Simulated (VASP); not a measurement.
# FeO in VASP: further runs, part 2 of 2

VASP 6.6.1.

**3. Single point, PBEsol, collinear spin, ferromagnetic start (atom 2 (O) moved by (-0.450, +0.225) A along y and z)**

The input, INCAR:

```
ALGO = Normal ; EDIFF = 1E-6
ENCUT = 520 ; GGA = PS
ISIF = 2 ; ISMEAR = 0
ISPIN = 2 ; LASPH = True
LCHARG = False ; LMAXMIX = 4
LORBIT = 11 ; LREAL = False
LWAVE = False ; MAGMOM = 3.79 0.36
NBANDS = 18 ; NELM = 150
PREC = Accurate ; SIGMA = 0.15
```

The input, KPOINTS:

```
k-points
0
Gamma
  18 18 18
```

The input, POSCAR:

```
FeO
1.0
    1.5176813758      0.8762337509      2.5157933572
   -1.5176813758      0.8762337509      2.5157933572
    0.0000000000     -1.7524675018      2.5157933572
Fe O
1 1
Direct
    0.0000000000      0.0000000000      0.0000000000
    0.4442180708      0.4442180708      0.7009988668
```

Potentials or basis: VASP PAW PBE potentials, release 64 (Fe, O).

Command:

```
$ cat potpaw_PBE.64/Fe/POTCAR potpaw_PBE.64/O/POTCAR > POTCAR
$ mpirun -np 1 vasp_std > vasp.out
```

OUTCAR:

```text
EDIFF = 1E-6
   ENCUT = 520
   GGA = PS
   ISIF = 2
   ISMEAR = 0
   ISPIN = 2
   LASPH = True
   LORBIT = 11
   LREAL = False
   NELM = 150
   PREC = Accurate

 ion  position               nearest neighbor table
   1  0.000  0.000  0.000-   2 1.88   2 1.88   2 1.97   2 2.43   2 2.50   2 2.50
   2  0.444  0.444  0.701-   1 1.88   1 1.88   1 1.97   1 2.43   1 2.50   1 2.50

  LATTYP: Found a trigonal (rhomboedric) cell.
 ALAT       =     3.0660004176
 COS(alpha) =     0.5099427870

  Lattice vectors:

 A1 = (   1.5176813758,   0.8762337509,   2.5157933572)
 A2 = (  -1.5176813758,   0.8762337509,   2.5157933572)
 A3 = (   0.0000000000,  -1.7524675018,   2.5157933572)

Analysis of symmetry for initial positions (statically):
=====================================================================
 Subroutine PRICEL returns:
 Original cell was already a primitive cell.

 Routine SETGRP: Setting up the symmetry group for a
 trigonal (rhombohedral) supercell.

 Subroutine GETGRP returns: Found  2 space group operations
 (whereof  2 operations were pure point group operations)
 out of a pool of 12 trial point group operations.

The static configuration has the point symmetry C_1h.

Analysis of symmetry for dynamics (positions and initial velocities):
=====================================================================
 Subroutine PRICEL returns:
 Original cell was already a primitive cell.

 Routine SETGRP: Setting up the symmetry group for a
 trigonal (rhombohedral) supercell.

 Subroutine GETGRP returns: Found  2 space group operations
 (whereof  2 operations were pure point group operations)
 out of a pool of 12 trial point group operations.

The dynamic configuration has the point symmetry C_1h.

Analysis of structural, dynamic, and magnetic symmetry:
=====================================================================
 Subroutine PRICEL returns:
 Original cell was already a primitive cell.

 Routine SETGRP: Setting up the symmetry group for a
 trigonal (rhombohedral) supercell.

[... 148 lines left out ...]
  free energy    TOTEN  =       -15.48063900 eV

  energy without entropy =      -15.46305028  energy(sigma->0) =      -15.47184464

 E-fermi :   5.9557     XC(G=0): -12.3282

 val. band max:        5.9547589420   @ k =   0.1111   0.1111  -0.1111
 cond. band min:       5.9568140088   @ k =  -0.4444   0.4444   0.2222
 fundamental gap:      0.0020550668
 Fermi energy:         5.9556839158

 spin component 1

 k-point     1 :       0.0000    0.0000    0.0000
  band No.  band energies     occupation
      1     -14.9693      1.00000
      2      -0.2677      1.00000
      3      -0.2134      1.00000
      4       0.4864      1.00000
      5       2.3416      1.00000
      6       2.3977      1.00000
[... 493 lines left out ...]
     17      28.3117      0.00000
     18      29.7685      0.00000

 [... further k-points ...]

 Fermi energy:         5.9556839158

 spin component 2

 k-point     1 :       0.0000    0.0000    0.0000
  band No.  band energies     occupation
      1     -14.3961      1.00000
      2       1.0378      1.00000
      3       1.1058      1.00000
      4       1.8151      1.00000
      5       5.4853      1.00000
      6       5.6210      0.99920
[... 493 lines left out ...]
     17      29.6222      0.00000
     18      30.8990      0.00000

 [... further k-points ...]

------------------------ aborting loop because EDIFF is reached ----------------------------------------

  FORCE on cell =-STRESS in cart. coord.  units (eV):
  Direction    XX          YY          ZZ          XY          YZ          ZX
  --------------------------------------------------------------------------------------
  -------------------------------------------------------------------------------------
  Total        2.4580230     -0.2138148      1.2466876      0.0000000      0.0001889      0.0000000
  in kB      196.1867705    -17.0655958     99.5042048      0.0000000      0.0150750      0.0000000
  external PRESSURE =      92.8751265 kB  Pullay stress =       0.0000000 kB

 VOLUME and BASIS-vectors are now :
 -----------------------------------------------------------------------------
  energy-cutoff  :      520.00
  volume of cell :       20.07
      direct lattice vectors                 reciprocal lattice vectors
     1.517681376  0.876233751  2.515793357     0.329449915  0.190207997  0.132496309
    -1.517681376  0.876233751  2.515793357    -0.329449915  0.190207997  0.132496309
     0.000000000 -1.752467502  2.515793357     0.000000000 -0.380415994  0.132496309

 POSITION                                       TOTAL-FORCE (eV/Angst)
 -----------------------------------------------------------------------------------
      0.00000      0.00000      0.00000         0.000000     -1.092690      1.035598
      0.00000     -0.45000      3.99869         0.000000      1.092690     -1.035598
 -----------------------------------------------------------------------------------
    total drift:                               -0.000000     -0.000027      0.000091

  FREE ENERGIE OF THE ION-ELECTRON SYSTEM (eV)
  ---------------------------------------------------
  free  energy   TOTEN  =       -15.4806390038 eV

  energy  without entropy=      -15.4630502805  energy(sigma->0) =      -15.47184464

 total charge

# of ion       s       p       d       tot
------------------------------------------
    1        0.348   0.465   6.189   7.003
    2        1.556   3.451   0.000   5.007
--------------------------------------------------
tot          1.904   3.917   6.189  12.010

 magnetization (x)

# of ion       s       p       d       tot
------------------------------------------
    1        0.030   0.051   3.373   3.454
    2        0.027   0.271   0.000   0.298
--------------------------------------------------
tot          0.057   0.322   3.373   3.752
```

stdout:

```text
POSCAR found type information on POSCAR FeO
 POSCAR found :  2 types and       2 ions
 scaLAPACK will be used
 -----------------------------------------------------------------------------
|                                                                             |
|                                                                             |
|     You enforced a specific xc type in the INCAR file but a different       |
|     I HOPE YOU KNOW WHAT YOU ARE DOING!                                     |
|                                                                             |
 -----------------------------------------------------------------------------

 LDA part: xc-table for (Slater+PW92), standard interpolation
 POSCAR, INCAR and KPOINTS ok, starting setup
 FFT: planning ... GRIDC
 FFT: planning ... GRID_SOFT
 FFT: planning ... GRID
 WAVECAR not read
 entering main loop
```

It took 29 min on 1 thread of Oxide Virtual Turin-like, shared host; peak memory 0.83 GiB.

What came out:

```
Free energy                                           : -15.4806 eV
Pressure                                              : 9.3 GPa
Largest force                                         : 1.505 eV/Å
Net moment                                            : 3.87 μB per cell
Site moments                                          : Fe +3.45; O +0.30 μB
Valence electrons inside the program's atomic spheres : Fe 7.00; O 5.01
```

Forces on the atoms (eV/Å):
```
Fe   0.000 -1.093  1.036
O    0.000  1.093 -1.036
```

Levels at points of the mesh, in eV from the Fermi level:
Spin up:
```
           k point  band 6  band 7  band 8  band 9  band 10  band 11  band 12  band 13
(0.00, 0.00, 0.00)   -3.56   -1.66   -1.05   -0.86     0.03    14.52    16.28    16.86
(0.50, 0.00, 0.00)   -3.03   -2.32   -1.52   -0.53     4.96     7.86    13.34    13.95
(0.00, 0.00, 0.50)   -2.79   -2.08    0.33    0.48     4.49     7.47    12.41    12.74
(0.50, 0.50, 0.00)   -2.58   -2.51   -2.18   -1.88     4.37     9.04     9.93    14.91
(0.50, 0.00, 0.50)   -2.63   -2.55   -2.28   -2.13     4.34     9.37     9.92    14.70
(0.50, 0.50, 0.50)   -3.04   -2.47   -1.39   -0.23     5.00     7.67    13.64    13.92
```
Spin down:
| k point | band 1 | band 2 | band 3 | band 4 | band 5 | band 6 | band 7 | band 8 | band 9 | band 10 |
| --- | --- | --- | --- | --- | --- | --- | --- | --- | --- | --- |
| (0.00, 0.00, 0.00) | -20.35 | -4.92 | -4.85 | -4.14 | -0.47 | -0.33 | 0.27 | 1.38 | 1.75 | 1.88 |
| (0.50, 0.00, 0.00) | -19.27 | -8.04 | -5.35 | -4.42 | -0.30 | 0.28 | 0.91 | 1.13 | 2.38 | 6.05 |
| (0.00, 0.00, 0.50) | -19.28 | -7.87 | -5.96 | -5.85 | 0.63 | 0.66 | 0.93 | 3.18 | 3.33 | 5.24 |
| (0.50, 0.50, 0.00) | -19.20 | -6.94 | -5.54 | -5.25 | -0.25 | 0.83 | 0.89 | 0.98 | 1.34 | 5.58 |
| (0.50, 0.00, 0.50) | -19.20 | -6.93 | -5.34 | -5.12 | -0.57 | 0.77 | 0.87 | 0.96 | 1.21 | 5.49 |
| (0.50, 0.50, 0.50) | -19.32 | -8.08 | -5.50 | -4.39 | -0.23 | 0.24 | 0.87 | 1.32 | 2.65 | 6.05 |

Caveat: the cell differs from its parent crystal (atom 2 (O) moved by (-0.450, +0.225) A along y and z); the cell stands under pressure; the PAW data sets were made with another functional, which shifts forces and pressure a little; a cell with one magnetic atom can't hold antiferromagnetic order, which such compounds often take; semilocal functionals often make such compounds metallic where correlation or magnetic order opens a gap, which also shifts bond lengths.
